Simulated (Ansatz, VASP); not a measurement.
**SrTiO3: VASP beside Ansatz**

```
Sr Ti O
1.0
     3.93641    0.00000    0.00000
     0.00000    3.93641    0.00000
     0.00000    0.00000    3.93641
Sr Ti O
1 1 3
Direct
  0.95477 0.00000 0.00000
  0.57144 0.50000 0.50000
  0.00082 0.50000 0.50000
  0.51657 0.00000 0.50000
  0.51657 0.50000 0.00000
```

Change from the starting cell: mode 1 frozen in at -0.077 Å and mode 7 at -0.230 Å (largest displacements).

Alike in both runs: task single point; functional PBE; k mesh 8 × 8 × 8; occupations gaussian, width 0.05 eV; no spin polarisation.

```csv
,VASP,Ansatz
version,VASP 6.6.1,Ansatz 0.2.0
potentials or method,"VASP PAW PBE potentials, release 64 (Sr_sv, Ti_sv, O), cutoff 520 eV","scalar-relativistic, plane waves, PAW"
valence electrons in the cell,40,40
```

Ansatz gave:

```
gap on the k mesh at the Fermi level (eV)                     : 1.95
least direct gap on the mesh (eV)                             : 2.55
pressure (GPa)                                                : 7.9
traceless stress, the component that is largest in VASP (GPa) : 7.69
rms of the force components (eV/Å)                            : 1.253
```

Q: Which values does VASP return?

A: gap on the k mesh at the Fermi level (eV): 1.91; least direct gap on the mesh (eV): 2.52; pressure (GPa): 8.6; traceless stress, the component that is largest in VASP (GPa): 7.96; rms of the force components (eV/Å): 1.317.

Atom by atom the forces differ by 0.067 eV/Å (rms over components). The functional is the same, so the differences come from potentials, cutoffs and numerics.
